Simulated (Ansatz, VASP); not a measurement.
**One calculation of C, two programs**

```
C
1.0
     1.23548   -2.13821    0.00000
     1.23548    2.13821    0.00000
     0.00000    0.00000    6.57169
C
4
Direct
  0.08330 0.91670 0.74999
  0.58330 0.41670 0.25001
  0.91670 0.08330 0.25001
  0.41670 0.58330 0.74999
```

Alike in both runs: functional BLYP; dispersion D3(BJ); k mesh 12 × 12 × 4; occupations gaussian, width 0.15 eV; no spin polarisation.

Ansatz relaxed the structure, and its values are those at the end. VASP's run is a single point on that final structure, the one shown.

```csv
,VASP,Ansatz
version,VASP 6.6.1,Ansatz 0.2.0
potentials or method,"VASP PAW PBE potentials, release 64 (C), cutoff 520 eV","plane waves, PAW"
valence electrons in the cell,16,16
```

Ansatz gave:

```
pressure (GPa) : 0.0
```

What did VASP give for the same quantities?

Pressure (GPa): 0.4.

VASP's potentials were made for PBE, not for BLYP. Ansatz's warnings: stress scf threshold loose.
